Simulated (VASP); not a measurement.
# TiO2 (P4_2/mnm) in VASP: notebook

Runs on TiO2. Level: PBE+U. Tasks: single point.

All numbers are computed with VASP 6.6.1; they aren't measurements. Logs are shortened: lines on timing, memory, paths and dates and some standing lists are left out, and cuts for length are marked.

### Step 1. The cell of the first run

It takes space group P4_2/mnm (No. 136, tetragonal). Conventional cell: a = 4.606 Å, b = 4.606 Å, c = 3.096 Å, α = 90.00°, β = 90.00°, γ = 90.00°. Within 2.6 Å of Ti (site symmetry mmm) lie 6 O at 1.99 to 2.00 Å. Within 2.6 Å of O (site symmetry m2m) lie 3 Ti at 1.99 to 2.00 Å and 1 O at 2.53 Å.

### Step 2. Single point, PBE+U (uniaxial strain along c: +3.0 %)

Contents of INCAR:

```
PREC = Accurate
ENCUT = 910
EDIFF = 1E-6
ISMEAR = 0
SIGMA = 0.02
LREAL = False
LASPH = True
NELM = 200
ALGO = Normal
ISIF = 2
LWAVE = False
LCHARG = False
LMAXMIX = 4
LDAU = True
LDAUTYPE = 2
LDAUL = 2 -1
LDAUU = 4 0
LDAUJ = 0 0
LDAUPRINT = 1
GGA = PE
NBANDS = 33
GGA_COMPAT = False
```

Contents of KPOINTS:

```
regular mesh
0
Gamma
  6 6 10
```

Contents of POSCAR:

```
TiO2
1.0
    4.6055473865      0.0000000000      0.0000000000
    0.0000000000      4.6055473865      0.0000000000
    0.0000000000      0.0000000000      3.0962960783
Ti O
2 4
Direct
    0.5000000000      0.5000000000      0.0000000000
    0.0000000000      0.0000000000      0.5000000000
    0.6941552738      0.6941552738      0.5000000000
    0.8058447262      0.1941552738      0.0000000000
    0.1941552738      0.8058447262      0.0000000000
    0.3058447262      0.3058447262      0.5000000000
```

Potentials or basis: VASP PAW PBE potentials, release 64 (Ti_sv, O_h).

Started as:

```console
$ cat potpaw_PBE.64/Ti_sv/POTCAR potpaw_PBE.64/O_h/POTCAR > POTCAR
$ mpirun -np 1 vasp_std > vasp.out
```

OUTCAR:

```text
PREC = Accurate
   ENCUT = 910
   EDIFF = 1E-6
   ISMEAR = 0
   LREAL = False
   LASPH = True
   NELM = 200
   ISIF = 2
   GGA = PE

 ion  position               nearest neighbor table
   1  0.500  0.500  0.000-   4 1.99   5 1.99   3 2.00   6 2.00   3 2.00   6 2.00
   2  0.000  0.000  0.500-   3 1.99   6 1.99   5 2.00   4 2.00   4 2.00   5 2.00
   3  0.694  0.694  0.500-   2 1.99   1 2.00   1 2.00
   4  0.806  0.194  0.000-   1 1.99   2 2.00   2 2.00
   5  0.194  0.806  0.000-   1 1.99   2 2.00   2 2.00
   6  0.306  0.306  0.500-   2 1.99   1 2.00   1 2.00

  LATTYP: Found a simple tetragonal cell.
 ALAT       =     4.6055473865
 C/A-ratio  =     0.6722970840

  Lattice vectors:

 A1 = (   4.6055473865,   0.0000000000,   0.0000000000)
 A2 = (   0.0000000000,   4.6055473865,   0.0000000000)
 A3 = (   0.0000000000,   0.0000000000,   3.0962960783)

Analysis of symmetry for initial positions (statically):
=====================================================================
 Subroutine PRICEL returns:
 Original cell was already a primitive cell.

 Routine SETGRP: Setting up the symmetry group for a
 simple tetragonal supercell.

 Subroutine GETGRP returns: Found 16 space group operations
 (whereof  8 operations were pure point group operations)
 out of a pool of 16 trial point group operations.

The static configuration has the point symmetry D_2h.
 The point group associated with its full space group is D_4h.

Analysis of symmetry for dynamics (positions and initial velocities):
=====================================================================
 Subroutine PRICEL returns:
 Original cell was already a primitive cell.

 Routine SETGRP: Setting up the symmetry group for a
 simple tetragonal supercell.

 Subroutine GETGRP returns: Found 16 space group operations
 (whereof  8 operations were pure point group operations)
 out of a pool of 16 trial point group operations.

The dynamic configuration has the point symmetry D_2h.
 The point group associated with its full space group is D_4h.

 Subroutine INISYM returns: Found 16 space group operations
 (whereof  8 operations are pure point group operations),
 and found     1 'primitive' translations

----------------------------------------------------------------------------------------

                                     Primitive cell

  volume of cell :      65.6757

  direct lattice vectors                    reciprocal lattice vectors
     4.605547386  0.000000000  0.000000000     0.217129456  0.000000000  0.000000000
     0.000000000  4.605547386  0.000000000     0.000000000  0.217129456  0.000000000
     0.000000000  0.000000000  3.096296078     0.000000000  0.000000000  0.322966530

  length of vectors
     4.605547386  4.605547386  3.096296078     0.217129456  0.217129456  0.322966530

  position of ions in fractional coordinates (direct lattice)
     0.500000000  0.500000000  0.000000000
     0.000000000  0.000000000  0.500000000
     0.694155274  0.694155274  0.500000000
     0.805844726  0.194155274  0.000000000
     0.194155274  0.805844726  0.000000000
     0.305844726  0.305844726  0.500000000

  ion indices of the primitive-cell ions
   primitive index   ion index
                 1           1
                 2           2
                 3           3
                 4           4
                 5           5
                 6           6

----------------------------------------------------------------------------------------

[... 107 lines left out ...]
  volume of cell :       65.68
 maximum number of plane-waves:      4127
 NGX is ok and might be reduce to    48
   NGX = 23   NGY = 23   NGZ = 15

atom =   1  type =  1  l = 2

 onsite density matrix

spin component  1

  0.1897  0.0000  0.0823  0.0000 -0.0000
  0.0000  0.1744  0.0000  0.0810  0.0000
  0.0823  0.0000  0.1248  0.0000 -0.0000
  0.0000  0.0810  0.0000  0.1744  0.0000
 -0.0000  0.0000 -0.0000  0.0000  0.1003

spin component  2

  0.1897  0.0000  0.0823  0.0000 -0.0000
  0.0000  0.1744  0.0000  0.0810  0.0000
  0.0823  0.0000  0.1248  0.0000 -0.0000
  0.0000  0.0810  0.0000  0.1744  0.0000
 -0.0000  0.0000 -0.0000  0.0000  0.1003

 occupancies and eigenvectors

  o =  0.0688  v = -0.5625  0.0000  0.8268  0.0000  0.0000  0.0000  0.0000  0.0000  0.0000  0.0000      0.0000  0.0000  0.0000  0.0000  0.0000  0.0000  0.0000  0.0000  0.0000  0.0000
  o =  0.0688  v =  0.0000  0.0000  0.0000  0.0000  0.0000 -0.5625  0.0000  0.8268  0.0000  0.0000      0.0000  0.0000  0.0000  0.0000  0.0000  0.0000  0.0000  0.0000  0.0000  0.0000
  o =  0.0934  v =  0.0000 -0.7071 -0.0000  0.7071  0.0000  0.0000  0.0000  0.0000  0.0000  0.0000      0.0000  0.0000  0.0000  0.0000  0.0000  0.0000  0.0000  0.0000  0.0000  0.0000
  o =  0.0934  v =  0.0000  0.0000  0.0000  0.0000  0.0000  0.0000 -0.7071 -0.0000  0.7071  0.0000      0.0000  0.0000  0.0000  0.0000  0.0000  0.0000  0.0000  0.0000  0.0000  0.0000
  o =  0.1003  v =  0.0000  0.0000  0.0000  0.0000  0.0000  0.0000  0.0000 -0.0000 -0.0000  1.0000      0.0000  0.0000  0.0000  0.0000  0.0000  0.0000  0.0000  0.0000  0.0000  0.0000
  o =  0.1003  v =  0.0000  0.0000 -0.0000 -0.0000  1.0000  0.0000  0.0000  0.0000  0.0000  0.0000      0.0000  0.0000  0.0000  0.0000  0.0000  0.0000  0.0000  0.0000  0.0000  0.0000
  o =  0.2457  v = -0.8268  0.0000 -0.5625  0.0000  0.0000  0.0000  0.0000  0.0000  0.0000  0.0000      0.0000  0.0000  0.0000  0.0000  0.0000  0.0000  0.0000  0.0000  0.0000  0.0000
  o =  0.2457  v =  0.0000  0.0000  0.0000  0.0000  0.0000 -0.8268  0.0000 -0.5625  0.0000  0.0000      0.0000  0.0000  0.0000  0.0000  0.0000  0.0000  0.0000  0.0000  0.0000  0.0000
  o =  0.2554  v =  0.0000  0.7071 -0.0000  0.7071  0.0000  0.0000  0.0000  0.0000  0.0000  0.0000      0.0000  0.0000  0.0000  0.0000  0.0000  0.0000  0.0000  0.0000  0.0000  0.0000
  o =  0.2554  v =  0.0000  0.0000  0.0000  0.0000  0.0000  0.0000  0.7071 -0.0000  0.7071  0.0000      0.0000  0.0000  0.0000  0.0000  0.0000  0.0000  0.0000  0.0000  0.0000  0.0000

atom =   2  type =  1  l = 2

 onsite density matrix

spin component  1

  0.1897  0.0000 -0.0823  0.0000 -0.0000
  0.0000  0.1744  0.0000 -0.0810  0.0000
 -0.0823  0.0000  0.1248  0.0000 -0.0000
  0.0000 -0.0810  0.0000  0.1744  0.0000
 -0.0000  0.0000 -0.0000  0.0000  0.1003

spin component  2

  0.1897  0.0000 -0.0823  0.0000 -0.0000
  0.0000  0.1744  0.0000 -0.0810  0.0000
 -0.0823  0.0000  0.1248  0.0000 -0.0000
  0.0000 -0.0810  0.0000  0.1744  0.0000
 -0.0000  0.0000 -0.0000  0.0000  0.1003

 occupancies and eigenvectors

  o =  0.0688  v = -0.5625 -0.0000 -0.8268  0.0000 -0.0000  0.0000  0.0000  0.0000  0.0000  0.0000      0.0000  0.0000  0.0000  0.0000  0.0000  0.0000  0.0000  0.0000  0.0000  0.0000
  o =  0.0688  v =  0.0000  0.0000  0.0000  0.0000  0.0000 -0.5625 -0.0000 -0.8268  0.0000 -0.0000      0.0000  0.0000  0.0000  0.0000  0.0000  0.0000  0.0000  0.0000  0.0000  0.0000
  o =  0.0934  v =  0.0000 -0.7071  0.0000 -0.7071  0.0000  0.0000  0.0000  0.0000  0.0000  0.0000      0.0000  0.0000  0.0000  0.0000  0.0000  0.0000  0.0000  0.0000  0.0000  0.0000
  o =  0.0934  v =  0.0000  0.0000  0.0000  0.0000  0.0000  0.0000 -0.7071  0.0000 -0.7071  0.0000      0.0000  0.0000  0.0000  0.0000  0.0000  0.0000  0.0000  0.0000  0.0000  0.0000
  o =  0.1003  v = -0.0000  0.0000 -0.0000  0.0000  1.0000  0.0000  0.0000  0.0000  0.0000  0.0000      0.0000  0.0000  0.0000  0.0000  0.0000  0.0000  0.0000  0.0000  0.0000  0.0000
  o =  0.1003  v =  0.0000  0.0000  0.0000  0.0000  0.0000 -0.0000  0.0000 -0.0000  0.0000  1.0000      0.0000  0.0000  0.0000  0.0000  0.0000  0.0000  0.0000  0.0000  0.0000  0.0000
  o =  0.2457  v = -0.8268 -0.0000  0.5625  0.0000 -0.0000  0.0000  0.0000  0.0000  0.0000  0.0000      0.0000  0.0000  0.0000  0.0000  0.0000  0.0000  0.0000  0.0000  0.0000  0.0000
  o =  0.2457  v =  0.0000  0.0000  0.0000  0.0000  0.0000 -0.8268 -0.0000  0.5625  0.0000 -0.0000      0.0000  0.0000  0.0000  0.0000  0.0000  0.0000  0.0000  0.0000  0.0000  0.0000
  o =  0.2554  v =  0.0000  0.0000  0.0000  0.0000  0.0000  0.0000  0.7071  0.0000 -0.7071 -0.0000      0.0000  0.0000  0.0000  0.0000  0.0000  0.0000  0.0000  0.0000  0.0000  0.0000
  o =  0.2554  v =  0.0000  0.7071  0.0000 -0.7071 -0.0000  0.0000  0.0000  0.0000  0.0000  0.0000      0.0000  0.0000  0.0000  0.0000  0.0000  0.0000  0.0000  0.0000  0.0000  0.0000

 number of electron      47.9999998 magnetization

 Free energy of the ion-electron system (eV)
  ---------------------------------------------------
  ext. energy  EPLUGINS =         0.00000000
  ---------------------------------------------------
  free energy    TOTEN  =       -48.44779101 eV

  energy without entropy =      -48.44779101  energy(sigma->0) =      -48.44779101

 E-fermi :   5.3986     XC(G=0): -11.1771

 val. band max:        5.1931940570   @ k =   0.0000   0.0000   0.0000
 cond. band min:       7.4469052519   @ k =   0.0000   0.0000   0.0000
 fundamental gap:      2.2537111949
 Fermi energy:         5.3985939436

 k-point     1 :       0.0000    0.0000    0.0000
  band No.  band energies     occupation
      1     -53.0668      2.00000
      2     -53.0538      2.00000
      3     -29.2788      2.00000
      4     -29.2788      2.00000
      5     -29.1488      2.00000
      6     -29.1488      2.00000
[... 853 lines left out ...]
     32      10.0066      0.00000
     33      11.1487      0.00000

 [... further k-points ...]

------------------------ aborting loop because EDIFF is reached ----------------------------------------

  FORCE on cell =-STRESS in cart. coord.  units (eV):
  Direction    XX          YY          ZZ          XY          YZ          ZX
  --------------------------------------------------------------------------------------
  -------------------------------------------------------------------------------------
  Total        0.8680412      0.8680412     -2.9435740      0.0000000      0.0000000      0.0000000
  in kB       21.1760978     21.1760978    -71.8092751      0.0000000      0.0000000      0.0000000
  external PRESSURE =      -9.8190265 kB  Pullay stress =       0.0000000 kB

 VOLUME and BASIS-vectors are now :
 -----------------------------------------------------------------------------
  energy-cutoff  :      910.00
  volume of cell :       65.68
      direct lattice vectors                 reciprocal lattice vectors
     4.605547386  0.000000000  0.000000000     0.217129456  0.000000000  0.000000000
     0.000000000  4.605547386  0.000000000     0.000000000  0.217129456  0.000000000
     0.000000000  0.000000000  3.096296078     0.000000000  0.000000000  0.322966530

 POSITION                                       TOTAL-FORCE (eV/Angst)
 -----------------------------------------------------------------------------------
      2.30277      2.30277      0.00000         0.000000      0.000000     -0.000000
      0.00000      0.00000      1.54815         0.000000      0.000000     -0.000000
      3.19697      3.19697      1.54815         0.041970      0.041970     -0.000000
      3.71136      0.89419      0.00000        -0.041970      0.041970     -0.000000
      0.89419      3.71136      0.00000         0.041970     -0.041970      0.000000
      1.40858      1.40858      1.54815        -0.041970     -0.041970      0.000000
 -----------------------------------------------------------------------------------
    total drift:                                0.000000      0.000000     -0.000000

  FREE ENERGIE OF THE ION-ELECTRON SYSTEM (eV)
  ---------------------------------------------------
  free  energy   TOTEN  =       -48.4477910140 eV

  energy  without entropy=      -48.4477910140  energy(sigma->0) =      -48.44779101
```

Run time: 2.3 min. Hardware: 1 thread of Intel Xeon 6975P-C (Granite Rapids), shared host; peak memory 0.39 GiB.

Results:

- Free energy: -48.4478 eV
- Pressure: -1.0 GPa
- Largest force: 0.059 eV/Å
- Band gap on the k mesh: 2.25 eV

Forces on the atoms (eV/Å):
```
Ti   0.000  0.000  0.000
Ti   0.000  0.000  0.000
O    0.042  0.042  0.000
O   -0.042  0.042  0.000
O    0.042 -0.042  0.000
O   -0.042 -0.042  0.000
```

Eigenvalues of the final occupation matrices:
```csv
site,spin,trace,eigenvalues
site 1 d,1,0.76,0.07 0.09 0.10 0.25 0.26
site 1 d,2,0.76,0.07 0.09 0.10 0.25 0.26
site 2 d,1,0.76,0.07 0.09 0.10 0.25 0.26
site 2 d,2,0.76,0.07 0.09 0.10 0.25 0.26
```

Caveat: the cell differs from its parent crystal (uniaxial strain along c: +3.0 %); the cutoff is under 1.25 times the usual one of these potentials, so pressure, stress and relaxed cells hold a basis-set (Pulay) error.

### Step 3. Single point, PBE+U (uniaxial strain along c: +1.5 %)

Contents of INCAR:

```
SYSTEM = TiO2
ALGO = Normal ; EDIFF = 1E-6
ENCUT = 910 ; GGA = PE
GGA_COMPAT = .False. ; ISIF = 2
ISMEAR = 0 ; LASPH = .True.
LCHARG = .False. ; LDAU = .True.
LDAUJ = 0 0 ; LDAUL = 2 -1
LDAUPRINT = 1 ; LDAUTYPE = 2
LDAUU = 4 0 ; LMAXMIX = 4
LREAL = .False. ; LWAVE = .False.
NBANDS = 33 ; NELM = 200
PREC = Accurate ; SIGMA = 0.02
```

Contents of KPOINTS:

```
k-points
0
Gamma
  6 6 10
  0 0 0
```

Contents of POSCAR:

```
TiO2
1.0
    4.6229486991      0.0000000000      0.0000000000
    0.0000000000      4.6229486991      0.0000000000
    0.0000000000      0.0000000000      3.0512043878
Ti O
2 4
Direct
    0.5000000000      0.5000000000      0.0000000000
    0.0000000000      0.0000000000      0.5000000000
    0.6943530394      0.6943530394      0.5000000000
    0.8056469606      0.1943530394      0.0000000000
    0.1943530394      0.8056469606      0.0000000000
    0.3056469606      0.3056469606      0.5000000000
```

Potentials or basis: VASP PAW PBE potentials, release 64 (Ti_sv, O_h).

Started as:

```console
$ cat potpaw_PBE.64/Ti_sv/POTCAR potpaw_PBE.64/O_h/POTCAR > POTCAR
$ mpirun -np 1 vasp_std > vasp.out
```

OUTCAR:

```text
SYSTEM = TiO2
   EDIFF = 1E-6
   ENCUT = 910
   GGA = PE
   ISIF = 2
   ISMEAR = 0
   LASPH = .True.
   LREAL = .False.
   NELM = 200
   PREC = Accurate

 ion  position               nearest neighbor table
   1  0.500  0.500  0.000-   3 1.99   6 1.99   3 1.99   6 1.99   5 2.00   4 2.00
   2  0.000  0.000  0.500-   4 1.99   5 1.99   4 1.99   5 1.99   3 2.00   6 2.00
   3  0.694  0.694  0.500-   1 1.99   1 1.99   2 2.00
   4  0.806  0.194  0.000-   2 1.99   2 1.99   1 2.00
   5  0.194  0.806  0.000-   2 1.99   2 1.99   1 2.00
[... 1145 lines left out ...]
  -------------------------------------------------------------------------------------
  Total        1.1121860      1.1121860     -0.7689626      0.0000000      0.0000000      0.0000000
  in kB       27.3261564     27.3261564    -18.8932350      0.0000000      0.0000000      0.0000000
  external PRESSURE =      11.9196926 kB  Pullay stress =       0.0000000 kB

 VOLUME and BASIS-vectors are now :
 -----------------------------------------------------------------------------
  energy-cutoff  :      910.00
  volume of cell :       65.21
      direct lattice vectors                 reciprocal lattice vectors
     4.622948699  0.000000000  0.000000000     0.216312156  0.000000000  0.000000000
     0.000000000  4.622948699  0.000000000     0.000000000  0.216312156  0.000000000
     0.000000000  0.000000000  3.051204388     0.000000000  0.000000000  0.327739434

 POSITION                                       TOTAL-FORCE (eV/Angst)
 -----------------------------------------------------------------------------------
      2.31147      2.31147      0.00000         0.000000     -0.000000      0.000000
      0.00000      0.00000      1.52560         0.000000     -0.000000      0.000000
      3.20996      3.20996      1.52560         0.057101      0.057101      0.000000
      3.72446      0.89848      0.00000        -0.057101      0.057101      0.000000
      0.89848      3.72446      0.00000         0.057101     -0.057101      0.000000
      1.41299      1.41299      1.52560        -0.057101     -0.057101      0.000000
 -----------------------------------------------------------------------------------
    total drift:                               -0.000000      0.000000     -0.000000

  FREE ENERGIE OF THE ION-ELECTRON SYSTEM (eV)
  ---------------------------------------------------
  free  energy   TOTEN  =       -48.4816164372 eV

  energy  without entropy=      -48.4816164372  energy(sigma->0) =      -48.48161644
```

stdout:

```text
POSCAR found type information on POSCAR TiO
 POSCAR found :  2 types and       6 ions
 scaLAPACK will be used
 LDA part: xc-table for (Slater+PW92), standard interpolation
 POSCAR, INCAR and KPOINTS ok, starting setup
 FFT: planning ... GRIDC
 FFT: planning ... GRID_SOFT
 FFT: planning ... GRID
 WAVECAR not read
 entering main loop
```

Run time: 5 min. Hardware: 1 thread of Intel Xeon Platinum 8488C (Sapphire Rapids), shared host; peak memory 0.39 GiB.

What came out:

```
Free energy            : -48.4816 eV
Pressure               : 1.2 GPa
Largest force          : 0.081 eV/Å
Band gap on the k mesh : 2.28 eV
```

Forces in eV/Å, atoms in the order of the input:
```
Ti   0.000  0.000  0.000
Ti   0.000  0.000  0.000
O    0.057  0.057  0.000
O   -0.057  0.057  0.000
O    0.057 -0.057  0.000
O   -0.057 -0.057  0.000
```

Eigenvalues of the final occupation matrices:
```
    site  spin  trace               eigenvalues
site 1 d     1   0.77  0.07 0.09 0.10 0.24 0.26
site 1 d     2   0.77  0.07 0.09 0.10 0.24 0.26
site 2 d     1   0.77  0.07 0.09 0.10 0.24 0.26
site 2 d     2   0.77  0.07 0.09 0.10 0.24 0.26
```

Caveat: the cell differs from its parent crystal (uniaxial strain along c: +1.5 %); the cutoff is under 1.25 times the usual one of these potentials, so pressure, stress and relaxed cells hold a basis-set (Pulay) error. A k mesh can miss the band edges.
